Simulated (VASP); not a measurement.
AlPt:

```
Al Pt
1.0
     3.09155    0.00000    0.00000
     0.00000    3.09155    0.00000
     0.00000    0.00000    3.09155
Al Pt
1 1
Direct
  0.00000 0.00000 0.00000
  0.50000 0.50000 0.50000
```

* Program: VASP 6.6.1
* Task: relaxation of cell and atoms
* Functional: r2SCAN
* Potentials or basis: VASP PAW PBE potentials, release 64 (Al, Pt)
* Cutoff: 600 eV
* k mesh: 10 × 10 × 10
* Occupations: gaussian, width 0.1 eV
* Spin: no spin polarisation

At the start: pressure -4.9 GPa; volume 14.77 Å³/atom.

Problem. How do energy, volume and symmetry change on relaxing?

Solution. Over 3 steps the energy falls by 5.8 meV/atom and the volume is 14.41 Å³/atom (-2.5 %); space group Pm-3m (No. 221, to 0.1 Å) before and after.

Step by step:
```
step  energy change (eV)  largest force (eV/Å)  pressure (GPa)  volume (Å³)
   1              0.0000                0.0000           -4.87        29.55
   2              0.0195                0.0000            9.12        27.67
   3             -0.0116                0.0000            0.00        28.81
```

Final structure:
```xyz
2
Lattice="3.0657 0.0000 0.0000 0.0000 3.0657 0.0000 0.0000 0.0000 3.0657" Properties=species:S:1:pos:R:3 pbc="T T T"
Al    0.0000    0.0000    0.0000
Pt    1.5328    1.5328    1.5328
```

Caveat: the PAW data sets were made with another functional, which shifts forces and pressure a little.
